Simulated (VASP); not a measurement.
# ZrSc4F2 (P-3m1) in VASP: single point with r2SCAN

Aim: the single point of ZrSc4F2 with r2SCAN.

All numbers are computed with VASP 6.6.1; they aren't measurements. Logs are shortened: lines on timing, memory, paths and dates and some standing lists are left out, and cuts for length are marked.

### Step 1. The cell of the first run

Symmetry: P-3m1, No. 164, trigonal system. Conventional cell: a = 3.255 Å, b = 3.255 Å, c = 15.928 Å, α = 90.00°, β = 90.00°, γ = 120.00°. Within 4.2 Å of Zr (site symmetry -3m) lie 6 Sc at 3.19 Å and 6 Zr at 3.26 Å. Sc (site symmetry 3m) has 3 F at 2.20 Å within 2.9 Å. Sc (site symmetry 3m) has 3 Zr at 3.19 Å and 9 Sc at 3.23 to 3.26 Å and 3 F at 4.22 Å within 4.3 Å. Within 2.9 Å of F (site symmetry 3m) lie 3 Sc at 2.20 Å.

### Step 2. Single point, r2SCAN

The input, POSCAR:

```
ZrSc4F2
1.0
    3.2552604429      0.0000000000      0.0000000000
   -1.6276302215      2.8191382395      0.0000000000
    0.0000000000      0.0000000000     15.9283009570
Zr Sc F
1 4 2
Direct
    0.0000000000      0.0000000000      0.0000000000
    0.0000000000      0.0000000000      0.3267247753
    0.0000000000      0.0000000000      0.6732752247
    0.3333333333      0.6666666667      0.1616663017
    0.6666666667      0.3333333333      0.8383336983
    0.6666666667      0.3333333333      0.3990761711
    0.3333333333      0.6666666667      0.6009238289
```

The input, INCAR.step1:

```
PREC = Accurate
ENCUT = 520
ISMEAR = 0
SIGMA = 0.1
LREAL = F
LASPH = T
NELM = 80
NBANDS = 44
GGA = PE
ALGO = Normal
EDIFF = 1E-4
LWAVE = T
LCHARG = F
```

The input, INCAR.step2:

```
PREC = Accurate
ENCUT = 520
EDIFF = 1E-6
ISMEAR = 0
SIGMA = 0.1
LREAL = F
LASPH = T
NELM = 80
ALGO = Normal
ISIF = 2
LWAVE = F
LCHARG = F
METAGGA = R2SCAN
LMIXTAU = T
NBANDS = 44
ISTART = 1
```

The input, KPOINTS:

```
Automatic mesh
0
Gamma
  12 12 2
```

Potentials or basis: VASP PAW PBE potentials, release 64 (Zr_sv, Sc_sv, F).

Command:

```bash
$ cat potpaw_PBE.64/Zr_sv/POTCAR potpaw_PBE.64/Sc_sv/POTCAR potpaw_PBE.64/F/POTCAR > POTCAR
$ cp INCAR.step1 INCAR
$ mpirun -np 1 vasp_std > vasp.out
$ cp INCAR.step2 INCAR
$ mpirun -np 1 vasp_std > vasp.out
```

OUTCAR:

```text
PREC = Accurate
   ENCUT = 520
   EDIFF = 1E-6
   ISMEAR = 0
   LREAL = F
   LASPH = T
   NELM = 80
   ISIF = 2
   METAGGA = R2SCAN
   ISTART = 1

 ion  position               nearest neighbor table
   1  0.000  0.000  0.000-   4 3.19   5 3.19   5 3.19   4 3.19   5 3.19   4 3.19
   2  0.000  0.000  0.327-   6 2.20   6 2.20   6 2.20   4 3.23   4 3.23   4 3.23
   3  0.000  0.000  0.673-   7 2.20   7 2.20   7 2.20   5 3.23   5 3.23   5 3.23
   4  0.333  0.667  0.162-   1 3.19   1 3.19   1 3.19   2 3.23   2 3.23   2 3.23
   5  0.667  0.333  0.838-   1 3.19   1 3.19   1 3.19   3 3.23   3 3.23   3 3.23
   6  0.667  0.333  0.399-   2 2.20   2 2.20   2 2.20
   7  0.333  0.667  0.601-   3 2.20   3 2.20   3 2.20

  LATTYP: Found a hexagonal cell.
 ALAT       =     3.2552604429
 C/A-ratio  =     4.8930957250

  Lattice vectors:

 A1 = (   3.2552604429,   0.0000000000,   0.0000000000)
 A2 = (  -1.6276302215,   2.8191382395,   0.0000000000)
 A3 = (   0.0000000000,   0.0000000000,  15.9283009570)

Analysis of symmetry for initial positions (statically):
=====================================================================
 Subroutine PRICEL returns:
 Original cell was already a primitive cell.

 Routine SETGRP: Setting up the symmetry group for a
 hexagonal supercell.

 Subroutine GETGRP returns: Found 12 space group operations
 (whereof 12 operations were pure point group operations)
 out of a pool of 24 trial point group operations.

The static configuration has the point symmetry D_3d.

Analysis of symmetry for dynamics (positions and initial velocities):
=====================================================================
 Subroutine PRICEL returns:
 Original cell was already a primitive cell.

 Routine SETGRP: Setting up the symmetry group for a
 hexagonal supercell.

 Subroutine GETGRP returns: Found 12 space group operations
 (whereof 12 operations were pure point group operations)
 out of a pool of 24 trial point group operations.

The dynamic configuration has the point symmetry D_3d.

 Subroutine INISYM returns: Found 12 space group operations
 (whereof 12 operations are pure point group operations),
 and found     1 'primitive' translations

----------------------------------------------------------------------------------------

                                     Primitive cell

  volume of cell :     146.1745

  direct lattice vectors                    reciprocal lattice vectors
     3.255260443  0.000000000  0.000000000     0.307195082  0.177359164  0.000000000
    -1.627630222  2.819138239  0.000000000     0.000000000  0.354718327  0.000000000
     0.000000000  0.000000000 15.928300957     0.000000000  0.000000000  0.062781335

  length of vectors
     3.255260443  3.255260443 15.928300957     0.354718327  0.354718327  0.062781335

  position of ions in fractional coordinates (direct lattice)
     0.000000000  0.000000000  0.000000000
     0.000000000  0.000000000  0.326724775
     0.000000000  0.000000000  0.673275225
     0.333333333  0.666666667  0.161666302
     0.666666667  0.333333333  0.838333698
     0.666666667  0.333333333  0.399076171
     0.333333333  0.666666667  0.600923829

  ion indices of the primitive-cell ions
   primitive index   ion index
                 1           1
                 2           2
                 3           3
                 4           4
                 5           5
                 6           6
                 7           7

----------------------------------------------------------------------------------------

 KPOINTS: Automatic mesh

Automatic generation of k-mesh.
 Grid dimensions read from file:
 generate k-points for:   12   12    2

 Generating k-lattice:

  Cartesian coordinates                     Fractional coordinates (reciprocal lattice)
     0.025599590  0.014779930  0.000000000     0.083333333  0.000000000  0.000000000
     0.000000000  0.029559861  0.000000000     0.000000000  0.083333333  0.000000000
     0.000000000  0.000000000  0.031390668     0.000000000  0.000000000  0.500000000

  Length of vectors
     0.029559861  0.029559861  0.031390668

  Shift w.r.t. Gamma in fractional coordinates (k-lattice)
     0.000000000  0.000000000  0.000000000

 Subroutine IBZKPT returns following result:
 ===========================================

 Found     38 irreducible k-points:

 Following reciprocal coordinates:
            Coordinates               Weight
  0.000000  0.000000  0.000000      1.000000
  0.083333  0.000000  0.000000      6.000000
  0.166667  0.000000  0.000000      6.000000
  0.250000  0.000000  0.000000      6.000000
  0.333333  0.000000  0.000000      6.000000
  0.416667  0.000000  0.000000      6.000000
[... 16 lines left out ...]
  0.250000  0.000000  0.500000      6.000000
  0.333333  0.000000  0.500000      6.000000
 [... further k-points ...]
   k-points           NKPTS =     38   k-points in BZ     NKDIM =     38   number of bands    NBANDS=     44
   number of dos      NEDOS =    301   number of ions     NIONS =      7
   total plane-waves  NPLWV =  69120
   dimension x,y,z NGX =    24 NGY =   24 NGZ =  120
   dimension x,y,z NGXF=    48 NGYF=   48 NGZF=  240
   ions per type =               1   4   2
   NGX,Y,Z   is equivalent  to a cutoff of  12.26, 12.26, 12.52 a.u.
   NGXF,Y,Z  is equivalent  to a cutoff of  24.51, 24.51, 25.05 a.u.
 SYSTEM =  unknown system
   PREC   = accura    normal or accurate (medium, high low for compatibility)
   ISTART =      1    job   : 0-new  1-cont  2-samecut
   ICHARG =      0    charge: 1-file 2-atom 10-const
   ISPIN  =      1    spin polarized calculation?
   LNONCOLLINEAR =      F non collinear calculations
   LSORBIT =      F    spin-orbit coupling
   LASPH  =      T    aspherical Exc in radial PAW
   ENCUT  =  520.0 eV  38.22 Ry    6.18 a.u.   6.05  6.05 29.62*2*pi/ulx,y,z
   NELM   =     80;   NELMIN=  2; NELMDL=  0     # of ELM steps
   EDIFF  = 0.1E-05   stopping-criterion for ELM
   LREAL  =      F    real-space projection
   EDIFFG = 0.1E-04   stopping-criterion for IOM
   NSW    =      0    number of steps for IOM
   IBRION =     -1    ionic relax: 0-MD 1-quasi-New 2-CG
   NFREE  =      0    steps in history (QN), initial steepest desc. (CG)
   ISIF   =      2    stress and relaxation
   ISYM   =      2    0-nonsym 1-usesym 2-fastsym
   POTIM  = 0.5000    time-step for ionic-motion
   TEBEG  =    0.0;   TEEND  =   0.0 temperature during run
   PSTRESS=    0.0 pullay stress
   NELECT =      70.0000    total number of electrons
   NUPDOWN=      -1.0000    fix difference up-down
   EMIN   =  10.00;   EMAX   =-10.00  energy-range for DOS
   EFERMI =   0.00;   METHOD = LEGACY
   ISMEAR =     0;   SIGMA  =   0.10  broadening in eV -4-tet -1-fermi 0-gaus
   EFERMI_NEDOS =   21; number of points for ismear=-14 and -15
   IALGO  =     38    algorithm
   IMIX   =      4    mixing-type and parameters
     AMIX     =   0.40;   BMIX     =  1.00
     AMIX_MAG =   1.60;   BMIX_MAG =  1.00
  volume/ion in A,a.u.               =      20.88       140.92
  Fermi-wavevector in a.u.,A,eV,Ry     =   1.280807  2.420374 22.319899  1.640466
  Thomas-Fermi vector in A             =   2.413213
   LORBIT       =      0    0 simple, 1 ext, 2 COOP (PROOUT), +10 PAW based schemes
   METAGGA = R2SCAN    functional components
   LHFCALC =     F    Hartree Fock is set to
   AEXX    =    0.0000 exact exchange contribution
   IVDW    =     0    specifies the selected vdW correction
   LEPSILON=     F    determine dielectric tensor
   LRPA    =     F    only Hartree local field effects (RPA)
 non-spin polarized calculation
 Gauss-broadening in eV      SIGMA  =   0.10
  energy-cutoff  :      520.00
  volume of cell :      146.17
 maximum number of plane-waves:      3984
   NGX = 13   NGY = 13   NGZ = 59

 number of electron      70.0000026 magnetization

 Free energy of the ion-electron system (eV)
  ---------------------------------------------------
  ext. energy  EPLUGINS =         0.00000000
  ---------------------------------------------------
  free energy    TOTEN  =       -84.90131317 eV

  energy without entropy =      -84.84549101  energy(sigma->0) =      -84.87340209

 E-fermi :   4.2024     XC(G=0): -10.2752

 val. band max:        4.1879243058   @ k =   0.2500   0.2500   0.0000
 cond. band min:       4.2128890860   @ k =   0.2500   0.0833   0.5000
 fundamental gap:      0.0249647802
 Fermi energy:         4.2024038468

 k-point     1 :       0.0000    0.0000    0.0000
  band No.  band energies     occupation
      1     -47.9548      2.00000
      2     -47.9548      2.00000
      3     -47.0814      2.00000
      4     -47.0798      2.00000
      5     -46.1281      2.00000
      6     -25.8847      2.00000
[... 36 lines left out ...]
     43       6.0495      0.00000
     44       6.3776      0.00000

 k-point     2 :       0.0833    0.0000    0.0000
  band No.  band energies     occupation
      1     -47.9517      2.00000
      2     -47.9517      2.00000
      3     -47.0784      2.00000
      4     -47.0769      2.00000
      5     -46.1226      2.00000
      6     -25.8786      2.00000
[... 36 lines left out ...]
     43       6.0937      0.00000
     44       6.2960      0.00000

 k-point     3 :       0.1667    0.0000    0.0000
  band No.  band energies     occupation
      1     -47.9431      2.00000
      2     -47.9431      2.00000
      3     -47.0703      2.00000
      4     -47.0691      2.00000
      5     -46.1077      2.00000
      6     -25.8681      2.00000
[... 36 lines left out ...]
     43       6.1972      0.00000
     44       6.2997      0.00000

 k-point     4 :       0.2500    0.0000    0.0000
  band No.  band energies     occupation
      1     -47.9314      2.00000
      2     -47.9313      2.00000
      3     -47.0592      2.00000
      4     -47.0583      2.00000
      5     -46.0872      2.00000
      6     -25.8827      2.00000
[... 882 lines left out ...]
     43       6.1952      0.00000
     44       6.2993      0.00000

 k-point    23 :       0.2500    0.0000    0.5000
  band No.  band energies     occupation
      1     -47.9314      2.00000
      2     -47.9314      2.00000
      3     -47.0592      2.00000
      4     -47.0583      2.00000
      5     -46.0872      2.00000
      6     -25.8827      2.00000
[... 36 lines left out ...]
     43       6.3756      0.00000
     44       6.5296      0.00000

 k-point    24 :       0.3333    0.0000    0.5000
  band No.  band energies     occupation
      1     -47.9196      2.00000
      2     -47.9196      2.00000
      3     -47.0481      2.00000
      4     -47.0475      2.00000
      5     -46.0665      2.00000
      6     -25.9452      2.00000
[... 36 lines left out ...]
     43       6.4638      0.00000
     44       6.7854      0.00000

 [... further k-points ...]

------------------------ aborting loop because EDIFF is reached ----------------------------------------

  FORCE on cell =-STRESS in cart. coord.  units (eV):
  Direction    XX          YY          ZZ          XY          YZ          ZX
  --------------------------------------------------------------------------------------
  -------------------------------------------------------------------------------------
  Total        0.1510283      0.1510283     -0.1596666     -0.0000000      0.0000000      0.0000000
  in kB        1.6553788      1.6553788     -1.7500608     -0.0000000      0.0000000      0.0000000
  external PRESSURE =       0.5202323 kB  Pullay stress =       0.0000000 kB

 VOLUME and BASIS-vectors are now :
 -----------------------------------------------------------------------------
  energy-cutoff  :      520.00
  volume of cell :      146.17
      direct lattice vectors                 reciprocal lattice vectors
     3.255260443  0.000000000  0.000000000     0.307195082  0.177359164  0.000000000
    -1.627630222  2.819138239  0.000000000     0.000000000  0.354718327  0.000000000
     0.000000000  0.000000000 15.928300957     0.000000000  0.000000000  0.062781335

 POSITION                                       TOTAL-FORCE (eV/Angst)
 -----------------------------------------------------------------------------------
      0.00000      0.00000      0.00000         0.000000     -0.000000      0.000000
      0.00000      0.00000      5.20417        -0.000000      0.000000      0.136228
      0.00000      0.00000     10.72413         0.000000      0.000000     -0.136228
     -0.00000      1.87943      2.57507         0.000000     -0.000000      0.011148
      1.62763      0.93971     13.35323        -0.000000     -0.000000     -0.011148
      1.62763      0.93971      6.35661        -0.000000     -0.000000     -0.083699
     -0.00000      1.87943      9.57170         0.000000     -0.000000      0.083699
 -----------------------------------------------------------------------------------
    total drift:                               -0.000000      0.000000      0.000000

  FREE ENERGIE OF THE ION-ELECTRON SYSTEM (eV)
  ---------------------------------------------------
  free  energy   TOTEN  =       -84.9013131749 eV

  energy  without entropy=      -84.8454910054  energy(sigma->0) =      -84.87340209
```

Run time: 15 min. Hardware: 1 thread of AMD EPYC 9R45 (Zen 5), shared host; peak memory 0.38 GiB.

Results:

* Free energy: -84.9013 eV
* Pressure: 0.1 GPa
* Largest force: 0.136 eV/Å
* Band gap on the k mesh: zero (bands 35 and 36 overlap by 1.00 eV)

Forces in eV/Å, atoms in the order of the input:
```
Zr   0.000  0.000  0.000
Sc   0.000  0.000  0.136
Sc   0.000  0.000 -0.136
Sc   0.000  0.000  0.011
Sc   0.000  0.000 -0.011
F    0.000  0.000 -0.084
F    0.000  0.000  0.084
```

Stress tensor (GPa, compression positive):
```
 0.17  0.00  0.00
 0.00  0.17  0.00
 0.00  0.00 -0.18
```

Caveat: the PAW data sets were made with another functional, which shifts forces and pressure a little.
